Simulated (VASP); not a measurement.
# Ge (Ibca) in VASP: single point with PBEsol

Aim: the single point of Ge with PBEsol.

Program: VASP 6.6.1. These are calculated values, not measurements. Logs are shortened: lines on timing, memory, paths and dates and some standing lists are left out, and cuts for length are marked.

## 1. The cell of the first run

It takes space group Ibca (No. 73, orthorhombic). The conventional cell has a = 6.939 Å, b = 7.148 Å, c = 7.148 Å, α = 90.00°, β = 90.00°, γ = 90.00°. Within 3.3 Å of Ge (site symmetry 1) lie 4 Ge at 2.50 to 2.57 Å.

## 2. Single point, PBEsol (strain +0.030 along x and y, +0.000 along z)

Contents of INCAR:

```
  PREC = Accurate
  ENCUT = 520
  EDIFF = 1E-6
  ISMEAR = 0
  SIGMA = 0.15
  LREAL = False
  LASPH = True
  NELM = 100
  ALGO = Fast
  ISIF = 2
  LWAVE = False
  LCHARG = False
  GGA = PS
  NBANDS = 66
```

Contents of KPOINTS:

```
Automatic mesh
0
Gamma
  8 8 8
```

Contents of POSCAR:

```
Ge
1.0
   -3.5737529906      3.5737529906      3.4696630977
    3.5737529906     -3.5737529906      3.4696630977
    3.5737529906      3.5737529906     -3.4696630977
Ge
8
Direct
    0.5000000000      0.0000000000      0.7958385091
    0.7958385091      0.5000000000      0.0000000000
    0.0000000000      0.7958385091      0.5000000000
    0.7041614909      0.7041614909      0.7041614909
    0.5000000000      0.0000000000      0.2041614909
    0.2041614909      0.5000000000      0.0000000000
    0.0000000000      0.2041614909      0.5000000000
    0.2958385091      0.2958385091      0.2958385091
```

Potentials or basis: VASP PAW PBE potentials, release 64 (Ge_d).

Started as:

```bash
cat potpaw_PBE.64/Ge_d/POTCAR > POTCAR
mpirun -np 1 vasp_std > vasp.out
```

OUTCAR:

```text
PREC = Accurate
   ENCUT = 520
   EDIFF = 1E-6
   ISMEAR = 0
   LREAL = False
   LASPH = True
   NELM = 100
   ISIF = 2
   GGA = PS

 ion  position               nearest neighbor table
   1  0.500  0.000  0.796-   5 2.50   2 2.52   3 2.55   4 2.57
   2  0.796  0.500  0.000-   6 2.50   1 2.52   4 2.55   3 2.57
   3  0.000  0.796  0.500-   7 2.50   4 2.52   1 2.55   2 2.57
   4  0.704  0.704  0.704-   8 2.50   3 2.52   2 2.55   1 2.57
   5  0.500  0.000  0.204-   1 2.50   6 2.52   7 2.55   8 2.57
   6  0.204  0.500  0.000-   2 2.50   5 2.52   8 2.55   7 2.57
   7  0.000  0.204  0.500-   3 2.50   8 2.52   5 2.55   6 2.57
   8  0.296  0.296  0.296-   4 2.50   7 2.52   6 2.55   5 2.57

  LATTYP: Found a body centered tetragonal cell.
 ALAT       =     7.1475059812
 C/A-ratio  =     0.9708737864

  Lattice vectors:

 A1 = (  -3.5737529906,   3.5737529906,   3.4696630977)
 A2 = (   3.5737529906,  -3.5737529906,   3.4696630977)
 A3 = (   3.5737529906,   3.5737529906,  -3.4696630977)

Analysis of symmetry for initial positions (statically):
=====================================================================
 Subroutine PRICEL returns:
 Original cell was already a primitive cell.

 Routine SETGRP: Setting up the symmetry group for a
 body centered tetragonal supercell.

 Subroutine GETGRP returns: Found  8 space group operations
 (whereof  2 operations were pure point group operations)
 out of a pool of 16 trial point group operations.

The static configuration has the point symmetry S_2 .
 The point group associated with its full space group is D_2h.

Analysis of symmetry for dynamics (positions and initial velocities):
=====================================================================
 Subroutine PRICEL returns:
 Original cell was already a primitive cell.

 Routine SETGRP: Setting up the symmetry group for a
 body centered tetragonal supercell.

 Subroutine GETGRP returns: Found  8 space group operations
 (whereof  2 operations were pure point group operations)
 out of a pool of 16 trial point group operations.

The dynamic configuration has the point symmetry S_2 .
 The point group associated with its full space group is D_2h.

 Subroutine INISYM returns: Found  8 space group operations
 (whereof  2 operations are pure point group operations),
 and found     1 'primitive' translations

----------------------------------------------------------------------------------------

                                     Primitive cell

  volume of cell :     177.2541

  direct lattice vectors                    reciprocal lattice vectors
    -3.573752991  3.573752991  3.469663098     0.000000000  0.139908942  0.144106210
     3.573752991 -3.573752991  3.469663098     0.139908942  0.000000000  0.144106210
     3.573752991  3.573752991 -3.469663098     0.139908942  0.139908942  0.000000000

  length of vectors
     6.130414577  6.130414577  6.130414577     0.200850969  0.200850969  0.197861123

  position of ions in fractional coordinates (direct lattice)
     0.500000000  0.000000000  0.795838509
     0.795838509  0.500000000  0.000000000
     0.000000000  0.795838509  0.500000000
     0.704161491  0.704161491  0.704161491
     0.500000000  0.000000000  0.204161491
     0.204161491  0.500000000  0.000000000
     0.000000000  0.204161491  0.500000000
     0.295838509  0.295838509  0.295838509

  ion indices of the primitive-cell ions
   primitive index   ion index
                 1           1
                 2           2
                 3           3
                 4           4
                 5           5
                 6           6
                 7           7
                 8           8

----------------------------------------------------------------------------------------

 KPOINTS: Automatic mesh

Automatic generation of k-mesh.
 Grid dimensions read from file:
 generate k-points for:    8    8    8

 Generating k-lattice:

  Cartesian coordinates                     Fractional coordinates (reciprocal lattice)
     0.000000000  0.017488618  0.018013276     0.125000000  0.000000000  0.000000000
     0.017488618  0.000000000  0.018013276     0.000000000  0.125000000  0.000000000
     0.017488618  0.017488618  0.000000000     0.000000000  0.000000000  0.125000000

  Length of vectors
     0.025106371  0.025106371  0.024732640

  Shift w.r.t. Gamma in fractional coordinates (k-lattice)
     0.000000000  0.000000000  0.000000000

 Subroutine IBZKPT returns following result:
 ===========================================

 Found     95 irreducible k-points:

 Following reciprocal coordinates:
            Coordinates               Weight
  0.000000  0.000000  0.000000      1.000000
  0.125000 -0.000000  0.000000      4.000000
  0.125000 -0.000000 -0.125000      4.000000
  0.250000 -0.000000  0.000000      4.000000
  0.250000 -0.000000 -0.250000      4.000000
  0.375000 -0.000000  0.000000      4.000000
[... 16 lines left out ...]
  0.375000  0.250000  0.000000      8.000000
 -0.375000  0.000000 -0.375000      8.000000
 [... further k-points ...]
   k-points           NKPTS =     95   k-points in BZ     NKDIM =     95   number of bands    NBANDS=     66
   number of dos      NEDOS =    301   number of ions     NIONS =      8
   total plane-waves  NPLWV = 110592
   dimension x,y,z NGX =    48 NGY =   48 NGZ =   48
   dimension x,y,z NGXF=    96 NGYF=   96 NGZF=   96
   ions per type =               8
   NGX,Y,Z   is equivalent  to a cutoff of  13.02, 13.02, 13.02 a.u.
   NGXF,Y,Z  is equivalent  to a cutoff of  26.03, 26.03, 26.03 a.u.
 SYSTEM =  unknown system
   PREC   = accura    normal or accurate (medium, high low for compatibility)
   ISTART =      0    job   : 0-new  1-cont  2-samecut
   ICHARG =      2    charge: 1-file 2-atom 10-const
   ISPIN  =      1    spin polarized calculation?
   LNONCOLLINEAR =      F non collinear calculations
   LSORBIT =      F    spin-orbit coupling
   LASPH  =      T    aspherical Exc in radial PAW
   ENCUT  =  520.0 eV  38.22 Ry    6.18 a.u.  11.40 11.40 11.40*2*pi/ulx,y,z
   NELM   =    100;   NELMIN=  2; NELMDL= -5     # of ELM steps
   EDIFF  = 0.1E-05   stopping-criterion for ELM
   LREAL  =      F    real-space projection
[... 7 lines left out ...]
   TEBEG  =    0.0;   TEEND  =   0.0 temperature during run
   PSTRESS=    0.0 pullay stress
   NELECT =     112.0000    total number of electrons
   NUPDOWN=      -1.0000    fix difference up-down
   EMIN   =  10.00;   EMAX   =-10.00  energy-range for DOS
   EFERMI =   0.00;   METHOD = LEGACY
   ISMEAR =     0;   SIGMA  =   0.15  broadening in eV -4-tet -1-fermi 0-gaus
   EFERMI_NEDOS =   21; number of points for ismear=-14 and -15
   IALGO  =     68    algorithm
   IMIX   =      4    mixing-type and parameters
     AMIX     =   0.40;   BMIX     =  1.00
     AMIX_MAG =   1.60;   BMIX_MAG =  1.00
  volume/ion in A,a.u.               =      22.16       149.52
  Fermi-wavevector in a.u.,A,eV,Ry     =   1.404803  2.654692 26.850704  1.973471
  Thomas-Fermi vector in A             =   2.527328
   LORBIT       =      0    0 simple, 1 ext, 2 COOP (PROOUT), +10 PAW based schemes
   GGA     = PS    functional components
   LHFCALC =     F    Hartree Fock is set to
   AEXX    =    0.0000 exact exchange contribution
   IVDW    =     0    specifies the selected vdW correction
   LEPSILON=     F    determine dielectric tensor
   LRPA    =     F    only Hartree local field effects (RPA)
 non-spin polarized calculation
 RMM-DIIS sequential band-by-band and
 Gauss-broadening in eV      SIGMA  =   0.15
  energy-cutoff  :      520.00
  volume of cell :      177.25
 maximum number of plane-waves:      4794
 NGX is ok and might be reduce to    48
   NGX = 23   NGY = 23   NGZ = 23

 number of electron     112.0000008 magnetization

 Free energy of the ion-electron system (eV)
  ---------------------------------------------------
  ext. energy  EPLUGINS =         0.00000000
  ---------------------------------------------------
  free energy    TOTEN  =       -38.42356287 eV

  energy without entropy =      -38.40757940  energy(sigma->0) =      -38.41557114

 E-fermi :   4.8982     XC(G=0): -10.4064

 val. band max:        4.8547107376   @ k =  -0.3750  -0.1250   0.1250
 cond. band min:       4.9376351791   @ k =   0.3750  -0.3750   0.3750
 fundamental gap:      0.0829244415
 Fermi energy:         4.8981506798

 k-point     1 :       0.0000    0.0000    0.0000
  band No.  band energies     occupation
      1     -19.7779      2.00000
      2     -19.7778      2.00000
      3     -19.7694      2.00000
      4     -19.7654      2.00000
      5     -19.7634      2.00000
      6     -19.7628      2.00000
[... 58 lines left out ...]
     65       9.7273      0.00000
     66      11.5592      0.00000

 k-point     2 :       0.1250   -0.0000    0.0000
  band No.  band energies     occupation
      1     -19.7782      2.00000
      2     -19.7777      2.00000
      3     -19.7699      2.00000
      4     -19.7681      2.00000
      5     -19.7620      2.00000
      6     -19.7572      2.00000
[... 58 lines left out ...]
     65       9.7882      0.00000
     66      10.9004      0.00000

 k-point     3 :       0.1250   -0.0000   -0.1250
  band No.  band energies     occupation
      1     -19.7776      2.00000
      2     -19.7766      2.00000
      3     -19.7721      2.00000
      4     -19.7684      2.00000
      5     -19.7630      2.00000
      6     -19.7567      2.00000
[... 1438 lines left out ...]
     65       9.0058      0.00000
     66       9.3311      0.00000

 k-point    24 :      -0.3750    0.0000   -0.3750
  band No.  band energies     occupation
      1     -19.7792      2.00000
      2     -19.7743      2.00000
      3     -19.7740      2.00000
      4     -19.7592      2.00000
      5     -19.7509      2.00000
      6     -19.7480      2.00000
[... 58 lines left out ...]
     65       9.0224      0.00000
     66       9.2644      0.00000

 [... further k-points ...]

------------------------ aborting loop because EDIFF is reached ----------------------------------------

  FORCE on cell =-STRESS in cart. coord.  units (eV):
  Direction    XX          YY          ZZ          XY          YZ          ZX
  --------------------------------------------------------------------------------------
  -------------------------------------------------------------------------------------
  Total       -5.0412647     -5.0614926     -2.1082097      0.0000000      0.0000000      0.0000000
  in kB      -45.5673443    -45.7501819    -19.0558370      0.0000000      0.0000000      0.0000000
  external PRESSURE =     -36.7911210 kB  Pullay stress =       0.0000000 kB

 VOLUME and BASIS-vectors are now :
 -----------------------------------------------------------------------------
  energy-cutoff  :      520.00
  volume of cell :      177.25
      direct lattice vectors                 reciprocal lattice vectors
    -3.573752991  3.573752991  3.469663098     0.000000000  0.139908942  0.144106210
     3.573752991 -3.573752991  3.469663098     0.139908942  0.000000000  0.144106210
     3.573752991  3.573752991 -3.469663098     0.139908942  0.139908942  0.000000000

 POSITION                                       TOTAL-FORCE (eV/Angst)
 -----------------------------------------------------------------------------------
      1.05725      4.63101     -1.02646        -0.003361      0.104748     -0.166840
     -1.05725      1.05725      4.49612         0.003361      0.104748      0.166840
      4.63101     -1.05725      1.02646        -0.003361     -0.104748      0.166840
      2.51650      2.51650      2.44320         0.003361     -0.104748     -0.166840
     -1.05725      2.51650      1.02646         0.003361     -0.104748      0.166840
      1.05725     -1.05725      2.44320        -0.003361     -0.104748     -0.166840
      2.51650      1.05725     -1.02646         0.003361      0.104748     -0.166840
      1.05725      1.05725      1.02646        -0.003361      0.104748      0.166840
 -----------------------------------------------------------------------------------
    total drift:                                0.000000      0.000000      0.000000

  FREE ENERGIE OF THE ION-ELECTRON SYSTEM (eV)
  ---------------------------------------------------
  free  energy   TOTEN  =       -38.4235628731 eV

  energy  without entropy=      -38.4075793973  energy(sigma->0) =      -38.41557114
```

It took 31 min on 1 thread of Oxide Virtual Turin-like, shared host; peak memory 0.78 GiB.

What came out:

```yaml
Free_energy: -38.4236 eV
Pressure: -3.7 GPa
Largest_force: 0.197 eV/Å
Band_gap_on_the_k_mesh: zero (bands 56 and 57 overlap by 0.81 eV)
```

Forces on the atoms (eV/Å):
```
Ge  -0.003  0.105 -0.167
Ge   0.003  0.105  0.167
Ge  -0.003 -0.105  0.167
Ge   0.003 -0.105 -0.167
Ge   0.003 -0.105  0.167
Ge  -0.003 -0.105 -0.167
Ge   0.003  0.105 -0.167
Ge  -0.003  0.105  0.167
```

Caveat: the cell differs from its parent crystal (strain +0.030 along x and y, +0.000 along z); the cell stands under tension; the PAW data sets were made with another functional, which shifts forces and pressure a little.

The gap in the log of VASP goes by the Fermi energy; the results here count the filled bands.